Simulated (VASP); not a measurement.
A run of VASP 6.6.1 is set up as follows.

The input INCAR:

```
SYSTEM = AlNi3
  PREC = Accurate
  ENCUT = 520
  EDIFF = 1E-7
  ISMEAR = 0
  SIGMA = 0.15
  LREAL = .FALSE.
  LASPH = .TRUE.
  NELM = 80
  ALGO = Fast
  ISIF = 2
  LWAVE = .FALSE.
  LCHARG = .FALSE.
  GGA = PS
  NBANDS = 24
```

KPOINTS

```
Automatic mesh
0
G
  14 14 14
  0 0 0
```

Contents of POSCAR:

```
AlNi3
1.0
    0.0000000000      2.9103441737      2.5745352306
    2.9103441737      0.0000000000      2.5745352306
    2.9103441737      2.9103441737      0.0000000000
Al Ni
1 3
Direct
    0.5000000000      0.5000000000      0.5000000000
    0.2500000000      0.2500000000      0.2500000000
    0.0000000000      0.0000000000      0.0000000000
    0.7500000000      0.7500000000      0.7500000000
```

Potentials or basis: VASP PAW PBE potentials, release 64 (Al, Ni).

Run with:

```sh
$ cat potpaw_PBE.64/Al/POTCAR potpaw_PBE.64/Ni/POTCAR > POTCAR
$ mpirun -np 1 vasp_std > vasp.out
```

What does it give for the pressure?

1.8 GPa.

Stress tensor (GPa, compression positive):
```
-0.15  0.00  0.00
 0.00 -0.15  0.00
 0.00  0.00  5.66
```

Caveat: the cell differs from its parent crystal (strain +0.040 along x and y, -0.080 along z); the PAW data sets were made with another functional, which shifts forces and pressure a little. Spin polarisation is off, so any magnetic state and its effect on volume and gap are missing.
